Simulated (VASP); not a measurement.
# BAs (F-43m) in VASP: further runs, part 2 of 2

VASP 6.6.1. Earlier steps stand in the parts before.

## (4) Single point, PBE, non-collinear spin, zero start, spin-orbit coupling

This run uses another cell than the first one, of 13.90 Å³/atom.

Contents of INCAR:

```
SYSTEM = BAs
  PREC = Accurate
  ENCUT = 560
  EDIFF = 1E-6
  ISMEAR = -1
  SIGMA = 0.05
  LREAL = .False.
  LASPH = .True.
  NELM = 200
  ALGO = Normal
  ISIF = 2
  LWAVE = .False.
  LCHARG = .False.
  MAGMOM = 0 0 0 0 0 0
  LORBIT = 11
  LSORBIT = .True.
  GGA_COMPAT = .False.
  LORBMOM = .True.
  GGA = PE
  NBANDS = 30
```

Contents of KPOINTS:

```
Automatic mesh
0
Gamma
  10 10 10
  0 0 0
```

Contents of POSCAR:

```
BAs
1.0
    0.0000000000      2.4043183418      2.4043183418
    2.4043183418      0.0000000000      2.4043183418
    2.4043183418      2.4043183418      0.0000000000
As B
1 1
Direct
    0.7500000000      0.7500000000      0.7500000000
    0.0000000000      0.0000000000      0.0000000000
```

Potentials or basis: VASP PAW PBE potentials, release 64 (As_d, B).

Run with:

```bash
$ cat potpaw_PBE.64/As_d/POTCAR potpaw_PBE.64/B/POTCAR > POTCAR
$ mpirun -np 1 vasp_ncl > vasp.out
```

OUTCAR:

```text
SYSTEM = BAs
   PREC = Accurate
   ENCUT = 560
   EDIFF = 1E-6
   ISMEAR = -1
   LREAL = .False.
   LASPH = .True.
   NELM = 200
   ISIF = 2
   LORBIT = 11
   LSORBIT = .True.
   GGA = PE

 ion  position               nearest neighbor table
   1  0.750  0.750  0.750-   2 2.08   2 2.08   2 2.08   2 2.08
   2  0.000  0.000  0.000-   1 2.08   1 2.08   1 2.08   1 2.08

  LATTYP: Found a face centered cubic cell.
 ALAT       =     4.8086366836

  Lattice vectors:

 A1 = (   0.0000000000,   2.4043183418,   2.4043183418)
 A2 = (   2.4043183418,   0.0000000000,   2.4043183418)
 A3 = (   2.4043183418,   2.4043183418,   0.0000000000)

Analysis of symmetry for initial positions (statically):
=====================================================================
 Subroutine PRICEL returns:
 Original cell was already a primitive cell.

 Routine SETGRP: Setting up the symmetry group for a
 face centered cubic supercell.

 Subroutine GETGRP returns: Found 24 space group operations
 (whereof 24 operations were pure point group operations)
 out of a pool of 48 trial point group operations.

The static configuration has the point symmetry T_d .

Analysis of symmetry for dynamics (positions and initial velocities):
=====================================================================
 Subroutine PRICEL returns:
 Original cell was already a primitive cell.

 Routine SETGRP: Setting up the symmetry group for a
 face centered cubic supercell.

 Subroutine GETGRP returns: Found 24 space group operations
 (whereof 24 operations were pure point group operations)
 out of a pool of 48 trial point group operations.

The dynamic configuration has the point symmetry T_d .

Analysis of structural, dynamic, and magnetic symmetry:
=====================================================================
 Subroutine PRICEL returns:
 Original cell was already a primitive cell.

 Routine SETGRP: Setting up the symmetry group for a
 face centered cubic supercell.

[... 1001 lines left out ...]
 # of ion     p       d       tot
 ----------------------------------------
  1         0.000   0.000   0.000
  2        -0.000   0.000  -0.000
 ----------------------------------------
           -0.000   0.000  -0.000

 orbital moment (z)

 # of ion     p       d       tot
 ----------------------------------------
  1         0.000  -0.000  -0.000
  2         0.000   0.000   0.000
 ----------------------------------------
            0.000  -0.000   0.000

 Spin-Orbit-Coupling matrix elements

 Ion:    1  E_soc:     -0.0252856
 l=   1
     0.0000000    -0.0032024    -0.0032024
    -0.0032024     0.0000000    -0.0032024
    -0.0032024    -0.0032024     0.0000000
 l=   2
     0.0000000    -0.0002093     0.0000000    -0.0002093    -0.0008025
    -0.0002093     0.0000000    -0.0006019    -0.0002093    -0.0002006
     0.0000000    -0.0006019     0.0000000    -0.0006019     0.0000000
    -0.0002093    -0.0002093    -0.0006019     0.0000000    -0.0002006
    -0.0008025    -0.0002006     0.0000000    -0.0002006     0.0000000
 l=   3
     0.0000000     0.0000000     0.0000000     0.0000000     0.0000000     0.0000000     0.0000000
     0.0000000     0.0000000     0.0000000     0.0000000     0.0000000     0.0000000     0.0000000
     0.0000000     0.0000000     0.0000000     0.0000000     0.0000000     0.0000000     0.0000000
     0.0000000     0.0000000     0.0000000     0.0000000     0.0000000     0.0000000     0.0000000
     0.0000000     0.0000000     0.0000000     0.0000000     0.0000000     0.0000000     0.0000000
     0.0000000     0.0000000     0.0000000     0.0000000     0.0000000     0.0000000     0.0000000
     0.0000000     0.0000000     0.0000000     0.0000000     0.0000000     0.0000000     0.0000000

 Ion:    2  E_soc:     -0.0000098
 l=   1
     0.0000000    -0.0000016    -0.0000016
    -0.0000016     0.0000000    -0.0000016
    -0.0000016    -0.0000016     0.0000000
 l=   2
     0.0000000     0.0000000     0.0000000     0.0000000     0.0000000
     0.0000000     0.0000000     0.0000000     0.0000000     0.0000000
     0.0000000     0.0000000     0.0000000     0.0000000     0.0000000
     0.0000000     0.0000000     0.0000000     0.0000000     0.0000000
     0.0000000     0.0000000     0.0000000     0.0000000     0.0000000
 l=   3
     0.0000000     0.0000000     0.0000000     0.0000000     0.0000000     0.0000000     0.0000000
     0.0000000     0.0000000     0.0000000     0.0000000     0.0000000     0.0000000     0.0000000
     0.0000000     0.0000000     0.0000000     0.0000000     0.0000000     0.0000000     0.0000000
     0.0000000     0.0000000     0.0000000     0.0000000     0.0000000     0.0000000     0.0000000
     0.0000000     0.0000000     0.0000000     0.0000000     0.0000000     0.0000000     0.0000000
     0.0000000     0.0000000     0.0000000     0.0000000     0.0000000     0.0000000     0.0000000
     0.0000000     0.0000000     0.0000000     0.0000000     0.0000000     0.0000000     0.0000000

 total charge

# of ion       s       p       d       tot
------------------------------------------
    1        1.414   2.283  10.143  13.840
    2        0.657   1.158   0.000   1.814
--------------------------------------------------
tot          2.071   3.441  10.143  15.655

 magnetization (x)

# of ion       s       p       d       tot
------------------------------------------
    1        0.000   0.000   0.000   0.000
    2        0.000   0.000   0.000   0.000
--------------------------------------------------
tot          0.000   0.000   0.000   0.000

 magnetization (y)

# of ion       s       p       d       tot
------------------------------------------
    1        0.000   0.000   0.000   0.000
    2        0.000   0.000   0.000   0.000
--------------------------------------------------
tot          0.000   0.000   0.000   0.000

 magnetization (z)

# of ion       s       p       d       tot
------------------------------------------
    1        0.000   0.000   0.000   0.000
    2        0.000   0.000   0.000   0.000
--------------------------------------------------
tot          0.000   0.000   0.000   0.000
```

OSZICAR:

```text
N       E                     dE             d eps       ncg     rms          rms(c)
DAV:   1     0.151683917354E+03    0.15168E+03   -0.76670E+03  6432   0.583E+03
DAV:   2     0.118024659828E+02   -0.13988E+03   -0.13144E+03  4528   0.106E+03
DAV:   3    -0.107471149429E+02   -0.22550E+02   -0.22044E+02  4756   0.151E+02
DAV:   4    -0.120466098379E+02   -0.12995E+01   -0.12943E+01  5234   0.413E+01
DAV:   5    -0.120717729678E+02   -0.25163E-01   -0.25160E-01  4978   0.690E+00    0.532E+00
DAV:   6    -0.115172050326E+02    0.55457E+00   -0.69447E-01  6120   0.681E+00    0.263E+00
DAV:   7    -0.114636105317E+02    0.53595E-01   -0.14751E-01  5454   0.271E+00    0.106E+00
DAV:   8    -0.114575463251E+02    0.60642E-02   -0.16351E-02  6062   0.206E+00    0.202E-01
DAV:   9    -0.114575974706E+02   -0.51146E-04   -0.12259E-03  5638   0.614E-01    0.862E-02
DAV:  10    -0.114576902522E+02   -0.92782E-04   -0.31654E-04  6300   0.399E-01    0.365E-02
DAV:  11    -0.114577361960E+02   -0.45944E-04   -0.56797E-05  5702   0.110E-01    0.147E-02
DAV:  12    -0.114577416691E+02   -0.54731E-05   -0.21715E-05  6070   0.956E-02    0.278E-03
DAV:  13    -0.114577418824E+02   -0.21337E-06   -0.59436E-07  4120   0.103E-02
   1 F= -.11457742E+02 E0= -.11457742E+02  d E =-.986931E-07  mag=     0.0000     0.0000     0.0000
```

stdout:

```text
POSCAR found type information on POSCAR AsB
 POSCAR found :  2 types and       2 ions
 scaLAPACK will be used
 LDA part: xc-table for (Slater+PW92), standard interpolation
 POSCAR, INCAR and KPOINTS ok, starting setup
 FFT: planning ... GRIDC
 FFT: planning ... GRID_SOFT
 FFT: planning ... GRID
 WAVECAR not read
 entering main loop
```

It took 3.3 min on 1 thread of AMD EPYC 7R43 (Zen 3), shared host; peak memory 0.27 GiB.

Results:

| Item | Value |
| --- | --- |
| Free energy | -11.4577 eV |
| Pressure | -0.2 GPa |
| Net moment | 0.00 μB per cell |
| Valence electrons inside the program's atomic spheres | As 13.84; B 1.81 |

Moments on the atoms (μB; x, y, z):
```
As  0.00 0.00 0.00
B   0.00 0.00 0.00
```

## (5) Single point, r2SCAN+rVV10

This run uses another cell than the first one, of 13.90 Å³/atom.

POSCAR is that of step 4.

Contents of INCAR.step1:

```
  PREC = Accurate
  ENCUT = 620
  ISMEAR = -1
  SIGMA = 0.05
  LREAL = False
  LASPH = True
  NELM = 120
  NBANDS = 16
  GGA = PE
  ALGO = Normal
  EDIFF = 1E-5
  LWAVE = True
  LCHARG = False
  GGA_COMPAT = False
```

Contents of INCAR.step2:

```
  PREC = Accurate
  ENCUT = 620
  EDIFF = 1E-6
  ISMEAR = -1
  SIGMA = 0.05
  LREAL = False
  LASPH = True
  NELM = 120
  ALGO = Normal
  ISIF = 2
  LWAVE = False
  LCHARG = False
  METAGGA = R2SCAN
  LMIXTAU = True
  LUSE_VDW = True
  IVDW_NL = 2
  BPARAM = 11.95
  CPARAM = 0.0093
  NBANDS = 16
  ISTART = 1
  GGA_COMPAT = False
```

Contents of KPOINTS:

```
Automatic mesh
0
Gamma
  10 10 10
```

Run with:

```bash
$ cat potpaw_PBE.64/As_d/POTCAR potpaw_PBE.64/B/POTCAR > POTCAR
$ cp INCAR.step1 INCAR
$ mpirun -np 1 vasp_std > vasp.out
$ cp INCAR.step2 INCAR
$ mpirun -np 1 vasp_std > vasp.out
```

Run time: 75 s. Hardware: 1 thread of AMD EPYC 9R45 (Zen 5), shared host; peak memory 0.25 GiB.

The run converged. Its results:

* Free energy: -21.8480 eV
* Pressure: -2.9 GPa
* Band gap on the k mesh: 1.35 eV (least direct gap 3.40 eV)

Levels at points of the mesh, in eV from the valence-band top:
| k point | band 6 | band 7 | band 8 | band 9 | band 10 | band 11 | band 12 | band 13 |
| --- | --- | --- | --- | --- | --- | --- | --- | --- |
| (0.00, 0.00, 0.00) | -15.99 | 0.00 | 0.00 | 0.00 | 3.40 | 3.40 | 3.40 | 4.80 |
| (0.50, 0.00, 0.00) | -13.03 | -9.11 | -1.91 | -1.91 | 2.81 | 5.02 | 5.02 | 9.45 |
| (0.50, 0.50, 0.00) | -11.63 | -8.95 | -4.24 | -4.24 | 1.60 | 1.66 | 11.97 | 11.97 |

Caveat: the PAW data sets were made with another functional, which shifts forces and pressure a little.

## (6) Single point, HF

This run uses another cell than the first one, of 14.07 Å³/atom.

Contents of POSCAR:

```
BAs
1.0
    0.0000000000      2.4141378833      2.4141378833
    2.4141378833      0.0000000000      2.4141378833
    2.4141378833      2.4141378833      0.0000000000
As B
1 1
Direct
    0.7500000000      0.7500000000      0.7500000000
    0.0000000000      0.0000000000      0.0000000000
```

Contents of INCAR.step1:

```
SYSTEM = BAs
PREC     = Accurate       ! precision mode
ENCUT    = 420            ! plane-wave cutoff, eV
EDIFF    = 1E-5           ! SCF threshold, eV
ISMEAR   = -1             ! smearing method
SIGMA    = 0.05           ! smearing width, eV
LREAL    = .False.        ! projectors in reciprocal space
LASPH    = .True.         ! aspherical terms in the spheres
NELM     = 120            ! most SCF steps
ALGO     = Normal         ! electronic algorithm
ISIF     = 2              ! what is computed and relaxed
LWAVE    = .True.         ! write WAVECAR
GGA      = PE             ! functional
NBANDS   = 16             ! bands
GGA_COMPAT= .False.
```

Contents of INCAR.step2:

```
SYSTEM = BAs
PREC     = Accurate       ! precision mode
ENCUT    = 420            ! plane-wave cutoff, eV
EDIFF    = 1E-6           ! SCF threshold, eV
ISMEAR   = -1             ! smearing method
SIGMA    = 0.05           ! smearing width, eV
LREAL    = .False.        ! projectors in reciprocal space
LASPH    = .True.         ! aspherical terms in the spheres
NELM     = 120            ! most SCF steps
ALGO     = Normal         ! electronic algorithm
ISIF     = 2              ! what is computed and relaxed
LWAVE    = .False.        ! write WAVECAR
LCHARG   = .True.         ! write CHGCAR
GGA      = PE             ! functional
LHFCALC  = .True.         ! exact exchange
AEXX     = 1.0            ! exact-exchange fraction
ALDAC    = 0.0          
AGGAC    = 0.0          
PRECFOCK = Normal       
LELF     = .True.         ! ELF
LVHAR    = .True.       
ISTART   = 1            
NBANDS   = 16             ! bands
GGA_COMPAT= .False.
```

Contents of KPOINTS:

```
regular mesh
0
Gamma
  5 5 5
  0 0 0
```

Potentials or basis: VASP PAW PBE potentials, release 64 (As_d, B).

Run with:

```bash
$ cat potpaw_PBE.64/As_d/POTCAR potpaw_PBE.64/B/POTCAR > POTCAR
$ cp INCAR.step1 INCAR
$ mpirun -np 1 vasp_std > vasp.out
$ cp INCAR.step2 INCAR
$ mpirun -np 1 vasp_std > vasp.out
```

It took 8.3 min on 1 thread of Intel Xeon Platinum 8488C (Sapphire Rapids), shared host; peak memory 0.14 GiB.

Results (log left out):

| Item | Value |
| --- | --- |
| Free energy | -20.1306 eV |
| Pressure | -0.9 GPa |
| Band gap on the k mesh | 7.49 eV (least direct gap 10.16 eV) |

Levels at points of the mesh, in eV from the valence-band top:
```csv
k point,band 6,band 7,band 8,band 9,band 10,band 11,band 12,band 13
"(0.00, 0.00, 0.00)",-21.01,0.00,0.00,0.00,10.16,10.16,10.16,12.49
```

Caveat: the k points lie up to 0.45 Å⁻¹ apart; the PAW data sets were made with another functional, which shifts forces and pressure a little; an odd mesh through Γ misses points on the zone boundary, where band edges can lie.

## (7) The runs side by side

| level | spin | cell | k mesh | cutoff (eV) | grid for exact exchange (PRECFOCK) | share of exact exchange | gap on the mesh (eV) | pressure (GPa) | moment (μB) |
| --- | --- | --- | --- | --- | --- | --- | --- | --- | --- |
| r2SCAN+rVV10 | off | a = 3.422 Å, angles 60.0°, 2 atoms | 10 × 10 × 10 | 620 | - | - | 1.37 | -5.3 | - |
| PBE | non-collinear, zero start, SOC | a = 3.422 Å, angles 60.0°, 2 atoms | 10 × 10 × 10 | 560 | - | - | - | -2.6 | 0.00 |
| PBE | non-collinear, zero start, SOC | a = 3.400 Å, angles 60.0°, 2 atoms | 10 × 10 × 10 | 560 | - | - | - | -0.2 | 0.00 |
| r2SCAN+rVV10 | off | a = 3.400 Å, angles 60.0°, 2 atoms | 10 × 10 × 10 | 620 | - | - | 1.35 | -2.9 | - |
| HF | off | a = 3.414 Å, angles 60.0°, 2 atoms | 5 × 5 × 5 | 420 | Normal | 1 | 7.49 | -0.9 | - |

Alike in all rows: task single point; potentials or basis VASP PAW PBE potentials, release 64 (As_d, B); smearing fermi-dirac 0.05 eV.

Caveats: some runs use coarse meshes; the PAW data sets were made with another functional, which shifts forces and pressure a little (at least some runs); the cell stands under tension (at least some runs); an odd mesh through Γ misses points on the zone boundary, where band edges can lie (at least some runs).

Absolute energies hang on the potentials; compare differences alone.
